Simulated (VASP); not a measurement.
# CdS (Pmmn) in VASP: a series of runs

CdS is run at these levels: r2SCAN; tasks: single point.

All numbers are computed with VASP 6.6.1; they aren't measurements. Logs are shortened: lines on timing, memory, paths and dates and some standing lists are left out, and cuts for length are marked.

**1. The cell of the first run**

Symmetry: Pmmn, No. 59, orthorhombic system. The conventional cell has a = 3.898 Å, b = 5.511 Å, c = 3.898 Å, α = 90.00°, β = 90.00°, γ = 90.00°. Within 3.6 Å of Cd (site symmetry mm2) lie 6 S at 2.75 to 2.76 Å. Within 3.6 Å of S (site symmetry mm2) lie 6 Cd at 2.75 to 2.76 Å.

**2. Single point, r2SCAN**

Contents of POSCAR:

```
CdS
1.0
    3.8984400000      0.0000000000      0.0000000000
    0.0000000000      5.5114900000      0.0000000000
    0.0000000000      0.0000000000      3.8981000000
Cd S
2 2
Direct
    0.5000000000      0.5000000000      0.2430300000
    0.0000000000      0.0000000000      0.7569700000
    0.5000000000      0.0000000000      0.2551600000
    0.0000000000      0.5000000000      0.7448400000
```

Contents of INCAR.step1:

```
PREC = Accurate ; ENCUT = 520
ISMEAR = -1 ; SIGMA = 0.02
LREAL = F ; LASPH = T
NELM = 80 ; NBANDS = 26
GGA = PE ; ALGO = Normal
EDIFF = 1E-4 ; LWAVE = T
LCHARG = F
```

Contents of INCAR.step2:

```
PREC = Accurate ; ENCUT = 520
EDIFF = 1E-6 ; ISMEAR = -1
SIGMA = 0.02 ; LREAL = F
LASPH = T ; NELM = 80
ALGO = Normal ; ISIF = 2
LWAVE = F ; LCHARG = T
METAGGA = R2SCAN ; LMIXTAU = T
LELF = T ; LVHAR = T
NBANDS = 26 ; ISTART = 1
```

Contents of KPOINTS:

```
Automatic mesh
0
Gamma
  6 4 6
```

Potentials or basis: VASP PAW PBE potentials, release 64 (Cd, S).

Launch:

```sh
$ cat potpaw_PBE.64/Cd/POTCAR potpaw_PBE.64/S/POTCAR > POTCAR
$ cp INCAR.step1 INCAR
$ mpirun -np 1 vasp_std > vasp.out
$ cp INCAR.step2 INCAR
$ mpirun -np 1 vasp_std > vasp.out
```

OUTCAR:

```text
PREC = Accurate
   ENCUT = 520
   EDIFF = 1E-6
   ISMEAR = -1
   LREAL = F
   LASPH = T
   NELM = 80
   ISIF = 2
   METAGGA = R2SCAN
   ISTART = 1

 ion  position               nearest neighbor table
   1  0.500  0.500  0.243-   4 2.75   4 2.75   3 2.76   3 2.76   4 2.76   4 2.76
   2  0.000  0.000  0.757-   3 2.75   3 2.75   4 2.76   4 2.76   3 2.76   3 2.76
   3  0.500  0.000  0.255-   2 2.75   2 2.75   1 2.76   1 2.76   2 2.76   2 2.76
   4  0.000  0.500  0.745-   1 2.75   1 2.75   2 2.76   2 2.76   1 2.76   1 2.76

  LATTYP: Found a simple orthorhombic cell.
 ALAT       =     3.8981000000
 B/A-ratio  =     1.0000872220
 C/A-ratio  =     1.4138913830

  Lattice vectors:

 A1 = (   0.0000000000,   0.0000000000,   3.8981000000)
 A2 = (   3.8984400000,   0.0000000000,   0.0000000000)
 A3 = (   0.0000000000,   5.5114900000,   0.0000000000)

Analysis of symmetry for initial positions (statically):
=====================================================================
 Subroutine PRICEL returns:
 Original cell was already a primitive cell.

 Routine SETGRP: Setting up the symmetry group for a
 simple orthorhombic supercell.

 Subroutine GETGRP returns: Found  8 space group operations
 (whereof  4 operations were pure point group operations)
 out of a pool of  8 trial point group operations.

The static configuration has the point symmetry C_2v.
 The point group associated with its full space group is D_2h.

Analysis of symmetry for dynamics (positions and initial velocities):
=====================================================================
 Subroutine PRICEL returns:
 Original cell was already a primitive cell.

 Routine SETGRP: Setting up the symmetry group for a
 simple orthorhombic supercell.

 Subroutine GETGRP returns: Found  8 space group operations
 (whereof  4 operations were pure point group operations)
 out of a pool of  8 trial point group operations.

The dynamic configuration has the point symmetry C_2v.
 The point group associated with its full space group is D_2h.

 Subroutine INISYM returns: Found  8 space group operations
 (whereof  4 operations are pure point group operations),
 and found     1 'primitive' translations

----------------------------------------------------------------------------------------

                                     Primitive cell

  volume of cell :      83.7554

  direct lattice vectors                    reciprocal lattice vectors
     3.898440000  0.000000000  0.000000000     0.256512862  0.000000000  0.000000000
     0.000000000  5.511490000  0.000000000     0.000000000  0.181439139  0.000000000
     0.000000000  0.000000000  3.898100000     0.000000000  0.000000000  0.256535235

  length of vectors
     3.898440000  5.511490000  3.898100000     0.256512862  0.181439139  0.256535235

  position of ions in fractional coordinates (direct lattice)
     0.500000000  0.500000000  0.243030000
     0.000000000  0.000000000  0.756970000
     0.500000000  0.000000000  0.255160000
     0.000000000  0.500000000  0.744840000

  ion indices of the primitive-cell ions
   primitive index   ion index
                 1           1
                 2           2
                 3           3
                 4           4

----------------------------------------------------------------------------------------

 KPOINTS: Automatic mesh

Automatic generation of k-mesh.
 Grid dimensions read from file:
 generate k-points for:    6    4    6

 Generating k-lattice:

  Cartesian coordinates                     Fractional coordinates (reciprocal lattice)
     0.042752144  0.000000000  0.000000000     0.166666667  0.000000000  0.000000000
     0.000000000  0.045359785  0.000000000     0.000000000  0.250000000  0.000000000
     0.000000000  0.000000000  0.042755873     0.000000000  0.000000000  0.166666667

  Length of vectors
     0.042752144  0.045359785  0.042755873

  Shift w.r.t. Gamma in fractional coordinates (k-lattice)
     0.000000000  0.000000000  0.000000000

 Subroutine IBZKPT returns following result:
 ===========================================

 Found     48 irreducible k-points:

 Following reciprocal coordinates:
            Coordinates               Weight
  0.000000  0.000000  0.000000      1.000000
  0.166667  0.000000  0.000000      2.000000
  0.333333  0.000000  0.000000      2.000000
  0.500000  0.000000  0.000000      1.000000
  0.000000  0.250000  0.000000      2.000000
  0.166667  0.250000  0.000000      4.000000
[... 16 lines left out ...]
  0.333333  0.500000  0.166667      4.000000
  0.500000  0.500000  0.166667      2.000000
 [... further k-points ...]
   k-points           NKPTS =     48   k-points in BZ     NKDIM =     48   number of bands    NBANDS=     26
   number of dos      NEDOS =    301   number of ions     NIONS =      4
   total plane-waves  NPLWV =  37800
   dimension x,y,z NGX =    30 NGY =   42 NGZ =   30
   dimension x,y,z NGXF=    60 NGYF=   84 NGZF=   60
   ions per type =               2   2
   NGX,Y,Z   is equivalent  to a cutoff of  12.79, 12.67, 12.79 a.u.
   NGXF,Y,Z  is equivalent  to a cutoff of  25.59, 25.34, 25.59 a.u.
 SYSTEM =  unknown system
   PREC   = accura    normal or accurate (medium, high low for compatibility)
   ISTART =      1    job   : 0-new  1-cont  2-samecut
   ICHARG =      0    charge: 1-file 2-atom 10-const
   ISPIN  =      1    spin polarized calculation?
   LNONCOLLINEAR =      F non collinear calculations
   LSORBIT =      F    spin-orbit coupling
   LASPH  =      T    aspherical Exc in radial PAW
   ENCUT  =  520.0 eV  38.22 Ry    6.18 a.u.   7.25 10.25  7.25*2*pi/ulx,y,z
   NELM   =     80;   NELMIN=  2; NELMDL=  0     # of ELM steps
   EDIFF  = 0.1E-05   stopping-criterion for ELM
   LREAL  =      F    real-space projection
   EDIFFG = 0.1E-04   stopping-criterion for IOM
   NSW    =      0    number of steps for IOM
   IBRION =     -1    ionic relax: 0-MD 1-quasi-New 2-CG
   NFREE  =      0    steps in history (QN), initial steepest desc. (CG)
   ISIF   =      2    stress and relaxation
   ISYM   =      2    0-nonsym 1-usesym 2-fastsym
   POTIM  = 0.5000    time-step for ionic-motion
   TEBEG  =    0.0;   TEEND  =   0.0 temperature during run
   PSTRESS=    0.0 pullay stress
   NELECT =      36.0000    total number of electrons
   NUPDOWN=      -1.0000    fix difference up-down
   EMIN   =  10.00;   EMAX   =-10.00  energy-range for DOS
   EFERMI =   0.00;   METHOD = LEGACY
   ISMEAR =    -1;   SIGMA  =   0.02  broadening in eV -4-tet -1-fermi 0-gaus
   EFERMI_NEDOS =   21; number of points for ismear=-14 and -15
   IALGO  =     38    algorithm
   IMIX   =      4    mixing-type and parameters
     AMIX     =   0.40;   BMIX     =  1.00
     AMIX_MAG =   1.60;   BMIX_MAG =  1.00
  volume/ion in A,a.u.               =      20.94       141.30
  Fermi-wavevector in a.u.,A,eV,Ry     =   1.235487  2.334731 20.768303  1.526427
  Thomas-Fermi vector in A             =   2.370134
   LORBIT       =      0    0 simple, 1 ext, 2 COOP (PROOUT), +10 PAW based schemes
   METAGGA = R2SCAN    functional components
   LHFCALC =     F    Hartree Fock is set to
   AEXX    =    0.0000 exact exchange contribution
   IVDW    =     0    specifies the selected vdW correction
   LEPSILON=     F    determine dielectric tensor
   LRPA    =     F    only Hartree local field effects (RPA)
 non-spin polarized calculation
  energy-cutoff  :      520.00
  volume of cell :       83.76
 maximum number of plane-waves:      2316
 NGX is ok and might be reduce to    30
   NGX = 15   NGY = 21   NGZ = 15

 number of electron      36.0000007 magnetization

 Free energy of the ion-electron system (eV)
  ---------------------------------------------------
  ext. energy  EPLUGINS =         0.00000000
  ---------------------------------------------------
  free energy    TOTEN  =       -59.03167523 eV

  energy without entropy =      -59.03167523  energy(sigma->0) =      -59.03167523

 E-fermi :   2.8121     XC(G=0): -10.8332

 val. band max:        2.4336961491   @ k =   0.5000   0.5000   0.0000
 cond. band min:       3.1673796042   @ k =   0.5000   0.0000   0.5000
 fundamental gap:      0.7336834550
 Fermi energy:         2.8121266933

 k-point     1 :       0.0000    0.0000    0.0000
  band No.  band energies     occupation
      1     -10.6763      2.00000
      2      -9.8153      2.00000
      3      -5.5049      2.00000
      4      -5.3656      2.00000
      5      -5.3652      2.00000
      6      -5.3650      2.00000
[... 18 lines left out ...]
     25      13.0079      0.00000
     26      14.4391      0.00000

 k-point     2 :       0.1667    0.0000    0.0000
  band No.  band energies     occupation
      1     -10.5239      2.00000
      2      -9.7488      2.00000
      3      -5.4790      2.00000
      4      -5.4308      2.00000
      5      -5.4049      2.00000
      6      -5.3795      2.00000
[... 18 lines left out ...]
     25      12.2189      0.00000
     26      12.4207      0.00000

 k-point     3 :       0.3333    0.0000    0.0000
  band No.  band energies     occupation
      1     -10.1410      2.00000
      2      -9.6509      2.00000
      3      -5.5552      2.00000
      4      -5.5256      2.00000
      5      -5.4917      2.00000
      6      -5.4649      2.00000
[... 18 lines left out ...]
     25      10.9336      0.00000
     26      11.1090      0.00000

 k-point     4 :       0.5000    0.0000    0.0000
  band No.  band energies     occupation
      1      -9.7625      2.00000
      2      -9.7625      2.00000
      3      -5.6063      2.00000
      4      -5.6063      2.00000
      5      -5.5320      2.00000
      6      -5.5320      2.00000
[... 18 lines left out ...]
     25      10.2487      0.00000
     26      10.2487      0.00000

 k-point     5 :       0.0000    0.2500    0.0000
  band No.  band energies     occupation
      1     -10.5094      2.00000
      2      -9.8794      2.00000
      3      -5.4845      2.00000
      4      -5.4587      2.00000
      5      -5.3857      2.00000
      6      -5.3495      2.00000
[... 18 lines left out ...]
     25      11.9588      0.00000
     26      12.0307      0.00000

 k-point     6 :       0.1667    0.2500    0.0000
  band No.  band energies     occupation
      1     -10.3636      2.00000
      2      -9.7948      2.00000
      3      -5.4876      2.00000
      4      -5.4656      2.00000
      5      -5.4473      2.00000
      6      -5.4021      2.00000
[... 427 lines left out ...]
 k-point    21 :       0.0000    0.5000    0.1667
  band No.  band energies     occupation
      1     -10.0208      2.00000
      2     -10.0208      2.00000
      3      -5.5362      2.00000
      4      -5.5362      2.00000
      5      -5.4340      2.00000
      6      -5.4340      2.00000
[... 18 lines left out ...]
     25      11.2932      0.00000
     26      11.2932      0.00000

 k-point    22 :       0.1667    0.5000    0.1667
  band No.  band energies     occupation
      1      -9.9259      2.00000
      2      -9.9259      2.00000
      3      -5.5659      2.00000
      4      -5.5659      2.00000
      5      -5.5067      2.00000
      6      -5.5067      2.00000
[... 18 lines left out ...]
     25      10.4910      0.00000
     26      10.4910      0.00000

 k-point    23 :       0.3333    0.5000    0.1667
  band No.  band energies     occupation
      1      -9.7218      2.00000
      2      -9.7218      2.00000
      3      -5.6209      2.00000
      4      -5.6209      2.00000
      5      -5.5572      2.00000
      6      -5.5572      2.00000
[... 18 lines left out ...]
     25      10.6146      0.00000
     26      10.6146      0.00000

 k-point    24 :       0.5000    0.5000    0.1667
  band No.  band energies     occupation
      1      -9.6113      2.00000
      2      -9.6113      2.00000
      3      -5.6217      2.00000
      4      -5.6217      2.00000
      5      -5.5151      2.00000
      6      -5.5151      2.00000
[... 18 lines left out ...]
     25      11.0025      0.00000
     26      11.0025      0.00000

 [... further k-points ...]

------------------------ aborting loop because EDIFF is reached ----------------------------------------

  FORCE on cell =-STRESS in cart. coord.  units (eV):
  Direction    XX          YY          ZZ          XY          YZ          ZX
  --------------------------------------------------------------------------------------
  -------------------------------------------------------------------------------------
  Total       -1.0618835     -1.0927999     -1.0679521      0.0000000      0.0000000      0.0000000
  in kB      -20.3130241    -20.9044331    -20.4291127      0.0000000      0.0000000      0.0000000
  external PRESSURE =     -20.5488566 kB  Pullay stress =       0.0000000 kB

 VOLUME and BASIS-vectors are now :
 -----------------------------------------------------------------------------
  energy-cutoff  :      520.00
  volume of cell :       83.76
      direct lattice vectors                 reciprocal lattice vectors
     3.898440000  0.000000000  0.000000000     0.256512862  0.000000000  0.000000000
     0.000000000  5.511490000  0.000000000     0.000000000  0.181439139  0.000000000
     0.000000000  0.000000000  3.898100000     0.000000000  0.000000000  0.256535235

 POSITION                                       TOTAL-FORCE (eV/Angst)
 -----------------------------------------------------------------------------------
      1.94922      2.75575      0.94736         0.000000      0.000000      0.022939
      0.00000      0.00000      2.95074         0.000000      0.000000     -0.022939
      1.94922      0.00000      0.99464         0.000000      0.000000     -0.032345
      0.00000      2.75575      2.90346         0.000000      0.000000      0.032345
 -----------------------------------------------------------------------------------
    total drift:                                0.000000      0.000000      0.000000

  FREE ENERGIE OF THE ION-ELECTRON SYSTEM (eV)
  ---------------------------------------------------
  free  energy   TOTEN  =       -59.0316752348 eV

  energy  without entropy=      -59.0316752342  energy(sigma->0) =      -59.03167523
```

Wall time 4.5 min (1 thread of Intel Xeon Platinum 8259CL at 2.50GHz (Skylake/Cascade Lake), shared host); peak memory 0.25 GiB.

What came out:

```
Free energy            : -59.0317 eV
Pressure               : -2.1 GPa
Largest force          : 0.032 eV/Å
Band gap on the k mesh : 0.73 eV
```

Forces on the atoms (eV/Å):
```
Cd   0.000  0.000  0.023
Cd   0.000  0.000 -0.023
S    0.000  0.000 -0.032
S    0.000  0.000  0.032
```

Levels at points of the mesh, in eV from the valence-band top:
```
           k point  band 16  band 17  band 18  band 19  band 20  band 21
(0.00, 0.00, 0.00)    -0.69    -0.69    -0.69     0.73     1.43     6.46
(0.50, 0.00, 0.00)    -2.25    -0.13    -0.13     4.94     4.94     5.96
(0.00, 0.50, 0.00)    -1.35    -1.35    -1.35     3.48     3.48     7.19
(0.50, 0.50, 0.00)     0.00     0.00     0.00     4.08     4.08     6.48
(0.00, 0.00, 0.50)    -2.24    -0.14    -0.12     4.92     4.95     5.97
(0.50, 0.00, 0.50)    -2.07    -2.06    -2.06     0.73     0.73     6.46
(0.00, 0.50, 0.50)     0.00     0.00     0.00     4.08     4.08     6.48
(0.50, 0.50, 0.50)    -3.12    -2.69    -2.69     3.77     3.77     7.35
```

Caveat: the PAW data sets were made with another functional, which shifts forces and pressure a little. A k mesh can miss the band edges.

[end of part 1 of 2]
